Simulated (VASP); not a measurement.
Input of a VASP 6.6.1 run:

INCAR

```
ALGO     = Normal         # electronic algorithm
EDIFF    = 1E-6           # SCF threshold, eV
EDIFFG   = -0.01          # ionic threshold
ENCUT    = 600            # plane-wave cutoff, eV
GGA      = PE             # functional
IBRION   = 2              # ionic algorithm
ISIF     = 3              # what is computed and relaxed
ISMEAR   = 0              # smearing method
LASPH    = T              # aspherical terms in the spheres
LCHARG   = F              # write CHGCAR
LREAL    = F              # projectors in reciprocal space
LWAVE    = F              # write WAVECAR
NELM     = 100            # most SCF steps
NSW      = 100            # ionic steps
PREC     = Accurate       # precision mode
SIGMA    = 0.1            # smearing width, eV
```

KPOINTS

```
k-points
0
Gamma
  12 12 6
```

File POSCAR:

```
B2AsH2
1.0
    2.9413096125      0.0000000000      0.0000000000
   -1.4706548062      2.5472488448      0.0000000000
    0.0000000000      0.0000000000      6.3292897900
B H As
2 2 1
Direct
    0.3333333333      0.6666666667      0.5000000000
    0.6666666667      0.3333333333      0.5000000000
    0.0000000000      0.0000000000      0.2661771884
    0.0000000000      0.0000000000      0.7338228116
    0.0000000000      0.0000000000      0.0000000000
```

Potentials or basis: VASP PAW PBE potentials, release 64 (B, H, As).

Launch:

```bash
$ cat potpaw_PBE.64/B/POTCAR potpaw_PBE.64/H/POTCAR potpaw_PBE.64/As/POTCAR > POTCAR
$ mpirun -np 1 vasp_std > vasp.out
```

**Question.** Predict the space group after relaxing (to 0.05 Å).

**Answer.** P6/mmm (No. 191).

**Question.** Predict the relaxed cell.

**Answer.** a = 2.924 Å, b = 2.924 Å, c = 6.488 Å, α = 90.00°, β = 90.00°, γ = 120.00°.

**Question.** Estimate the relaxed volume.

**Answer.** 9.61 Å³/atom.

Final structure:
```
CELL_PARAMETERS angstrom
2.92376 0.00000 0.00000
-1.46188 2.53205 0.00000
0.00000 0.00000 6.48759
ATOMIC_POSITIONS crystal
B 0.33333 0.66667 0.50000
B 0.66667 0.33333 0.50000
H 0.00000 0.00000 0.26206
H 0.00000 0.00000 0.73794
As 0.00000 0.00000 0.00000
```
